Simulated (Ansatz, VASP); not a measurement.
**One calculation of C, two programs**

The input INCAR:

```
PREC     = Accurate       # precision mode
ENCUT    = 520            # plane-wave cutoff, eV
EDIFF    = 1E-6           # SCF threshold, eV
ISMEAR   = 0              # smearing method
SIGMA    = 0.05           # smearing width, eV
LREAL    = False          # projectors in reciprocal space
LASPH    = True           # aspherical terms in the spheres
NELM     = 100            # most SCF steps
ALGO     = Normal         # electronic algorithm
ISIF     = 2              # what is computed and relaxed
LWAVE    = False          # write WAVECAR
LCHARG   = True           # write CHGCAR
GGA      = PS             # functional
IVDW     = 12             # dispersion correction
LELF     = True           # ELF
LVHAR    = True         
NBANDS   = 11             # bands
```

File KPOINTS:

```
Automatic mesh
0
Gamma
  15 15 15
```

File POSCAR:

```
C
1.0
    1.2598588274      0.7273798331      3.3656550279
   -1.2598588274      0.7273798331      3.3656550279
    0.0000000000     -1.4547596662      3.3656550279
C
2
Direct
    0.1665835217      0.1665835217      0.1665835217
    0.8334164783      0.8334164783      0.8334164783
```

Input for Ansatz:

```yaml
crystal:
  lattice:
    - [1.2598588274, 0.7273798331, 3.3656550279]
    - [-1.2598588274, 0.7273798331, 3.3656550279]
    - [0.0, -1.4547596662, 3.3656550279]
  atoms:
    - { symbol: C, position: [0.1665835217, 0.1665835217, 0.1665835217] }
    - { symbol: C, position: [0.8334164783, 0.8334164783, 0.8334164783] }
basis:
  ecutwfc: 520.0
kpoints:
  mp_grid: { grid: [15, 15, 15] }
hamiltonian:
  xc: pbesol
  dispersion: d3bj
scf:
  occupations: { method: gaussian, width: 0.05 }
output:
  forces: true
  stress: true
  eigenvalues: true
```

Change from the starting cell: mode 5 frozen in at +0.000 Å, equal normal strain along x, y and z +0.0250.

Alike in both runs: task single point; functional PBEsol; dispersion D3(BJ); k mesh 15 × 15 × 15; occupations gaussian, width 0.05 eV; no spin polarisation.

|  | VASP | Ansatz |
| --- | --- | --- |
| version | VASP 6.6.1 | Ansatz 0.2.0 |
| potentials or method | VASP PAW PBE potentials, release 64 (C), cutoff 520 eV | scalar-relativistic, plane waves, PAW |
| valence electrons in the cell | 8 | 8 |

|  | VASP | Ansatz | Ansatz less VASP |
| --- | --- | --- | --- |
| gap on the k mesh at the Fermi level (eV) | 0.68 | 0.67 | -0.001 |
| least direct gap on the mesh (eV) | 0.68 | 0.67 | -0.001 |
| pressure (GPa) | -18.8 | -19.4 | -0.57 |
| traceless stress, the component that is largest in VASP (GPa) | 18.11 | 18.76 | +0.655 |

VASP's potentials were made for PBE, not for PBEsol.
